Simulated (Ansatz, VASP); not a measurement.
# BeTe: VASP beside Ansatz

INCAR

```
PREC = Accurate
ENCUT = 520
EDIFF = 1E-7
ISMEAR = -1
SIGMA = 0.02
LREAL = F
LASPH = T
NELM = 60
ALGO = Normal
ISIF = 2
LWAVE = F
LCHARG = F
GGA = PE
NBANDS = 11
```

Contents of KPOINTS:

```
Automatic mesh
0
Gamma
  8 8 8
```

POSCAR

```
BeTe
1.0
    0.0000000000      2.8286228760      2.8286228760
    2.8286228760      0.0000000000      2.8286228760
    2.8286228760      2.8286228760      0.0000000000
Be Te
1 1
Direct
    0.0000000000      0.0000000000      0.0000000000
    0.2500000000      0.2500000000      0.2500000000
```

Input for Ansatz:

```yaml
crystal:
  lattice:
    - [0.0, 2.828622876, 2.828622876]
    - [2.828622876, 0.0, 2.828622876]
    - [2.828622876, 2.828622876, 0.0]
  atoms:
    - { symbol: Be, position: [0.0, 0.0, 0.0] }
    - { symbol: Te, position: [0.25, 0.25, 0.25] }
kpoints:
  mp_grid: { grid: [8, 8, 8] }
  band_path:
    path:
      - [0.0, 0.0, 0.0]
      - [-0.5, -0.5, 0.0]
      - [-0.375, -0.375, 0.25]
      - [-0.375, 0.0, 0.375]
      - [0.0, 0.0, 0.5]
      - [-0.5, -0.25, 0.25]
      - [0.0, 0.5, 0.5]
    npoints: 1
hamiltonian:
  xc: pbe
scf:
  occupations: { method: fermi_dirac, width: 0.02 }
  n_extra_bands: 4
output:
  forces: true
  stress: true
  eigenvalues: true
  write_density: true
  write_potential: true
  elf: true
  volumetric_format: npy
```

Alike in both runs: task single point; functional PBE; k mesh 8 × 8 × 8; occupations fermi-dirac, width 0.02 eV; no spin polarisation.

|  | VASP | Ansatz |
| --- | --- | --- |
| version | VASP 6.6.1 | Ansatz 0.2.0 |
| potentials or method | VASP PAW PBE potentials, release 64 (Be, Te) | plane waves, PAW |
| plane-wave cutoff (eV) | 520 | 420 |
| valence electrons in the cell | 8 | 18 |

|  | VASP | Ansatz | Ansatz less VASP |
| --- | --- | --- | --- |
| gap on the k mesh at the Fermi level (eV) | 2.01 | 2.02 | +0.014 |
| pressure (GPa) | 0.3 | 0.2 | -0.14 |

VASP's potentials hold 8 valence electrons a cell and Ansatz's 18, so a difference there can come from the potentials and not from the codes.

Spin-orbit coupling is off throughout.
